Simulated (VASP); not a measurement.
# Ru (P6_3/mmc) in VASP: a series of runs, part 2 of 2

VASP 6.6.1. Earlier steps stand in the parts before.

## 3. Single point, PBE (14.59 Å³/atom)

This run uses another cell than the first one, of 14.59 Å³/atom.

Contents of INCAR:

```
SYSTEM = Ru
  PREC = Accurate
  ENCUT = 520
  EDIFF = 1E-7
  ISMEAR = 0
  SIGMA = 0.1
  LREAL = .False.
  LASPH = .True.
  NELM = 60
  ALGO = Fast
  ISIF = 2
  LWAVE = .False.
  LCHARG = .False.
  GGA = PE
  NBANDS = 21
```

Contents of KPOINTS:

```
regular mesh
0
Gamma
  18 18 10
  0 0 0
```

Contents of POSCAR:

```
Ru
1.0
    2.7761024060      0.0000000000      0.0000000000
   -1.3880512030      2.4041752071      0.0000000000
    0.0000000000      0.0000000000      4.3724291105
Ru
2
Direct
    0.3333333333      0.6666666667      0.2500000000
    0.6666666667      0.3333333333      0.7500000000
```

Potentials or basis: VASP PAW PBE potentials, release 64 (Ru_pv).

Started as:

```console
cat potpaw_PBE.64/Ru_pv/POTCAR > POTCAR
mpirun -np 1 vasp_std > vasp.out
```

OUTCAR:

```text
SYSTEM = Ru
   PREC = Accurate
   ENCUT = 520
   EDIFF = 1E-7
   ISMEAR = 0
   LREAL = .False.
   LASPH = .True.
   NELM = 60
   ISIF = 2
   GGA = PE

 ion  position               nearest neighbor table
   1  0.333  0.667  0.250-   2 2.71   2 2.71   2 2.71   2 2.71   2 2.71   2 2.71
   2  0.667  0.333  0.750-   1 2.71   1 2.71   1 2.71   1 2.71   1 2.71   1 2.71

  LATTYP: Found a hexagonal cell.
 ALAT       =     2.7761024060
 C/A-ratio  =     1.5750244303

  Lattice vectors:

[... 768 lines left out ...]

  FORCE on cell =-STRESS in cart. coord.  units (eV):
  Direction    XX          YY          ZZ          XY          YZ          ZX
  --------------------------------------------------------------------------------------
  -------------------------------------------------------------------------------------
  Total       -2.8880030     -2.8880030     -2.8877838      0.0000000      0.0000000      0.0000000
  in kB     -158.5564287   -158.5564287   -158.5443900      0.0000000      0.0000000      0.0000000
  external PRESSURE =    -158.5524158 kB  Pullay stress =       0.0000000 kB

 VOLUME and BASIS-vectors are now :
 -----------------------------------------------------------------------------
  energy-cutoff  :      520.00
  volume of cell :       29.18
      direct lattice vectors                 reciprocal lattice vectors
     2.776102406  0.000000000  0.000000000     0.360217259  0.207971532  0.000000000
    -1.388051203  2.404175207  0.000000000     0.000000000  0.415943063  0.000000000
     0.000000000  0.000000000  4.372429110     0.000000000  0.000000000  0.228705823

 POSITION                                       TOTAL-FORCE (eV/Angst)
 -----------------------------------------------------------------------------------
     -0.00000      1.60278      1.09311         0.000000      0.000000      0.000000
      1.38805      0.80139      3.27932        -0.000000     -0.000000      0.000000
 -----------------------------------------------------------------------------------
    total drift:                               -0.000000      0.000000     -0.000000

  FREE ENERGIE OF THE ION-ELECTRON SYSTEM (eV)
  ---------------------------------------------------
  free  energy   TOTEN  =       -18.3857829400 eV

  energy  without entropy=      -18.3756422098  energy(sigma->0) =      -18.38071257
```

Wall time 4.5 min (1 thread of Intel Xeon 8259CL, shared host); peak memory 0.23 GiB.

What came out:

```yaml
Free_energy: -18.3858 eV
Pressure: -15.9 GPa
Band_gap_on_the_k_mesh: zero (bands 14 and 15 overlap by 2.82 eV)
```

Caveat: the cell stands under tension.

## 4. Single point, PBE (15.14 Å³/atom)

This run uses another cell than the first one, of 15.14 Å³/atom.

Contents of INCAR:

```
SYSTEM = Ru
ALGO = Fast
EDIFF = 1E-7
ENCUT = 520
GGA = PE
ISIF = 2
ISMEAR = 0
LASPH = .TRUE.
LCHARG = .FALSE.
LREAL = .FALSE.
LWAVE = .FALSE.
NBANDS = 21
NELM = 80
PREC = Accurate
SIGMA = 0.1
```

Contents of KPOINTS:

```
k-points
0
G
  18 18 10
  0 0 0
```

Contents of POSCAR:

```
Ru
1.0
    2.8126295068      0.0000000000      0.0000000000
   -1.4063147534      2.4358086043      0.0000000000
    0.0000000000      0.0000000000      4.4203382646
Ru
2
Direct
    0.3333333333      0.6666666667      0.2500000000
    0.6666666667      0.3333333333      0.7500000000
```

Started as:

```console
cat potpaw_PBE.64/Ru_pv/POTCAR > POTCAR
mpirun -np 1 vasp_std > vasp.out
```

Run time: 3.9 min. Hardware: 1 thread of Intel Xeon 8259CL, shared host; peak memory 0.23 GiB.

Results (log left out):

* Free energy: -18.2499 eV
* Pressure: -23.6 GPa
* Band gap on the k mesh: zero (bands 14 and 15 overlap by 2.67 eV)

Levels at points of the mesh, in eV from the Fermi level:
| k point | band 12 | band 13 | band 14 | band 15 | band 16 | band 17 |
| --- | --- | --- | --- | --- | --- | --- |
| (0.00, 0.00, 0.00) | -1.61 | -1.61 | -1.22 | -1.22 | 1.00 | 1.00 |
| (0.50, 0.00, 0.00) | -1.61 | -1.28 | 1.15 | 1.51 | 1.61 | 3.51 |
| (0.00, 0.00, 0.50) | -2.36 | -2.33 | -2.33 | 0.45 | 0.45 | 0.45 |
| (0.50, 0.00, 0.50) | -0.91 | 0.39 | 0.39 | 1.37 | 1.37 | 3.02 |

Caveat: the cell stands under tension.

## 5. Single point, PBE (12.11 Å³/atom)

This run uses another cell than the first one, of 12.11 Å³/atom.

Contents of INCAR:

```
SYSTEM = Ru
PREC = Accurate
ENCUT = 520
EDIFF = 1E-7
ISMEAR = 0
SIGMA = 0.1
LREAL = .FALSE.
LASPH = .TRUE.
NELM = 100
ALGO = Fast
ISIF = 2
LWAVE = .FALSE.
LCHARG = .FALSE.
GGA = PE
NBANDS = 21
```

Contents of KPOINTS:

```
regular mesh
0
G
  18 18 10
  0 0 0
```

Contents of POSCAR:

```
Ru
1.0
    2.6022233585      0.0000000000      0.0000000000
   -1.3011116792      2.2535915348      0.0000000000
    0.0000000000      0.0000000000      4.1312493366
Ru
2
Direct
    0.3333333333      0.6666666667      0.2500000000
    0.6666666667      0.3333333333      0.7500000000
```

Started as:

```console
cat potpaw_PBE.64/Ru_pv/POTCAR > POTCAR
mpirun -np 1 vasp_std > vasp.out
```

Wall time 3 min (1 thread of Intel Xeon 8259CL, shared host); peak memory 0.21 GiB.

Results (log left out):

* Free energy: -17.9759 eV
* Pressure: 54.3 GPa
* Band gap on the k mesh: zero (bands 14 and 15 overlap by 3.73 eV)

Levels at points of the mesh, in eV from the Fermi level:
```
           k point  band 12  band 13  band 14  band 15  band 16  band 17
(0.00, 0.00, 0.00)    -2.27    -2.27    -1.61    -1.61     1.41     1.41
(0.50, 0.00, 0.00)    -1.95    -1.77     1.76     2.26     2.31     4.78
(0.00, 0.00, 0.50)    -3.26    -3.08    -3.08     0.67     0.67     0.67
(0.50, 0.00, 0.50)    -1.24     0.56     0.56     2.06     2.06     3.92
```

Caveat: the cell stands under pressure.

## 6. Single point, PBE (12.53 Å³/atom)

This run uses another cell than the first one, of 12.53 Å³/atom.

Contents of INCAR:

```
SYSTEM = Ru
PREC     = Accurate       ! precision mode
ENCUT    = 520            ! plane-wave cutoff, eV
EDIFF    = 1E-7           ! SCF threshold, eV
ISMEAR   = 0              ! smearing method
SIGMA    = 0.1            ! smearing width, eV
LREAL    = .FALSE.        ! projectors in reciprocal space
LASPH    = .TRUE.         ! aspherical terms in the spheres
NELM     = 60             ! most SCF steps
ALGO     = Fast           ! electronic algorithm
ISIF     = 2              ! what is computed and relaxed
LWAVE    = .FALSE.        ! write WAVECAR
LCHARG   = .TRUE.         ! write CHGCAR
GGA      = PE             ! functional
LELF     = .TRUE.         ! ELF
LVHAR    = .TRUE.       
NBANDS   = 21             ! bands
```

KPOINTS is that of step 5.

Contents of POSCAR:

```
Ru
1.0
    2.6324601529      0.0000000000      0.0000000000
   -1.3162300764      2.2797773668      0.0000000000
    0.0000000000      0.0000000000      4.1745114540
Ru
2
Direct
    0.3333333333      0.6666666667      0.2500000000
    0.6666666667      0.3333333333      0.7500000000
```

Potentials or basis: VASP PAW PBE potentials, release 64 (Ru_pv).

Started as:

```console
cat potpaw_PBE.64/Ru_pv/POTCAR > POTCAR
mpirun -np 1 vasp_std > vasp.out
```

It took 2.7 min on 1 thread of Intel Xeon 8259CL, shared host; peak memory 0.21 GiB.

Results (log left out):

```
Free energy            : -18.2103 eV
Pressure               : 36.9 GPa
Band gap on the k mesh : zero (bands 14 and 15 overlap by 3.53 eV)
```

Levels at points of the mesh, in eV from the Fermi level:
| k point | band 10 | band 11 | band 12 | band 13 | band 14 | band 15 | band 16 | band 17 | band 18 | band 19 |
| --- | --- | --- | --- | --- | --- | --- | --- | --- | --- | --- |
| (0.00, 0.00, 0.00) | -2.93 | -2.74 | -2.15 | -2.15 | -1.54 | -1.54 | 1.34 | 1.34 | 1.39 | 10.34 |
| (0.50, 0.00, 0.00) | -3.38 | -2.31 | -1.90 | -1.69 | 1.66 | 2.13 | 2.19 | 4.56 | 6.77 | 11.87 |
| (0.00, 0.00, 0.50) | -3.10 | -3.10 | -3.10 | -2.97 | -2.97 | 0.64 | 0.64 | 0.64 | 0.64 | 10.34 |
| (0.50, 0.00, 0.50) | -5.10 | -1.18 | -1.18 | 0.52 | 0.52 | 1.95 | 1.95 | 3.75 | 3.75 | 10.34 |

Caveat: the cell stands under pressure.

## 7. Overview

| cell | gap on the mesh (eV) | pressure (GPa) |
| --- | --- | --- |
| a = 2.748, b = 2.748, c = 4.335 Å, angles 90.0, 90.0, 120.0°, 2 atoms | none | -8.7 |
| a = 2.776, b = 2.776, c = 4.372 Å, angles 90.0, 90.0, 120.0°, 2 atoms | none | -15.9 |
| a = 2.813, b = 2.813, c = 4.420 Å, angles 90.0, 90.0, 120.0°, 2 atoms | none | -23.6 |
| a = 2.602, b = 2.602, c = 4.131 Å, angles 90.0, 90.0, 120.0°, 2 atoms | none | 54.3 |
| a = 2.632, b = 2.632, c = 4.175 Å, angles 90.0, 90.0, 120.0°, 2 atoms | none | 36.9 |

Alike in all rows: task single point; level PBE; potentials or basis VASP PAW PBE potentials, release 64 (Ru_pv); no spin polarisation; k mesh 18 × 18 × 10; cutoff (eV) 520; smearing gaussian 0.1 eV.

Caveats: the cell stands under tension (at least some runs); the cell stands under pressure (at least some runs).

Absolute energies hang on the potentials; compare differences alone.
